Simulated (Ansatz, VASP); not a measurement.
One calculation of InSe, two programs

```
In Se
1.0
     2.00443    1.15726    8.42856
    -2.00443    1.15726    8.42856
     0.00000   -2.31451    8.42856
In Se
2 2
Cartesian
  0.0000 0.0000 0.0300
  0.0000 0.0000 2.8068
  0.0000 0.0000 15.6098
  0.0000 0.0000 20.9409
```

Alike in both runs: functional PBEsol; k mesh 12 × 12 × 12; occupations gaussian, width 0.01 eV; no spin polarisation.

Ansatz relaxed the structure, and its values are those at the end. VASP's run is a single point on that final structure, the one shown.

|  | VASP | Ansatz |
| --- | --- | --- |
| version | VASP 6.6.1 | Ansatz 0.2.0 |
| potentials or method | VASP PAW PBE potentials, release 64 (In_d, Se), cutoff 520 eV | scalar-relativistic, plane waves, PAW |
| valence electrons in the cell | 38 | 58 |

|  | VASP | Ansatz | Ansatz less VASP |
| --- | --- | --- | --- |
| gap on the k mesh at the Fermi level (eV) | 0.36 | 0.37 | +0.011 |
| least direct gap on the mesh (eV) | 0.36 | 0.37 | +0.011 |
| pressure (GPa) | 0.1 | 0.0 | -0.05 |
| rms of the force components (eV/Å) | 0.011 | 0.000 | -0.0110 |

VASP's potentials were made for PBE, not for PBEsol, and Ansatz warns of the same on its side. With one functional, cell and mesh, what is left measures potentials, basis and numerics. VASP's potentials hold 38 valence electrons a cell and Ansatz's 58, so a difference there can come from the potentials and not from the codes.
